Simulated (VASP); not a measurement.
Set up this calculation in VASP 6.6.1, as the native input.

* Task: single point
* Functional: PBE
* Potentials or basis: VASP PAW PBE potentials, release 64 (Be, Nb_sv, As)
* Cutoff: 520 eV
* k mesh: 10 × 10 × 10
* Occupations: gaussian, width 0.1 eV
* Spin: no spin polarisation
* Dipole correction: no
* Further INCAR settings: ALGO = Normal; EDIFF = 1e-06; NBANDS = 20

The structure of Be3NbAs lies in POSCAR:

```
Be3NbAs
1.0
    4.1564241469      0.0000000000      0.0000000000
    0.0000000000      4.1564241469      0.0000000000
    0.0000000000      0.0000000000      4.1564241469
Be Nb As
3 1 1
Direct
    0.0000000000      0.5000000000      0.5000000000
    0.5000000000      0.0000000000      0.5000000000
    0.5000000000      0.5000000000      0.0000000000
    0.0000000000      0.0000000000      0.0000000000
    0.5000000000      0.5000000000      0.5000000000
```

These files were run (other wordings do the same):

INCAR

```
PREC = Accurate
ENCUT = 520
EDIFF = 1E-6
ISMEAR = 0
SIGMA = 0.1
LREAL = F
LASPH = T
NELM = 80
ALGO = Normal
ISIF = 2
LWAVE = F
LCHARG = F
GGA = PE
NBANDS = 20
```

KPOINTS

```
Automatic mesh
0
Gamma
  10 10 10
```

Potentials or basis: VASP PAW PBE potentials, release 64 (Be, Nb_sv, As).

Command:

```sh
$ cat potpaw_PBE.64/Be/POTCAR potpaw_PBE.64/Nb_sv/POTCAR potpaw_PBE.64/As/POTCAR > POTCAR
$ mpirun -np 1 vasp_std > vasp.out
```

Results of the run:

```json
{"Pressure": "0.3 GPa", "Band gap on the k mesh": "zero (bands 12 and 13 overlap by 1.38 eV)"}
```

It took 36 s on 1 thread of Intel(R) Xeon(R) Platinum 8488C (Sapphire Rapids), with other jobs on the host, peak memory 0.23 GiB.
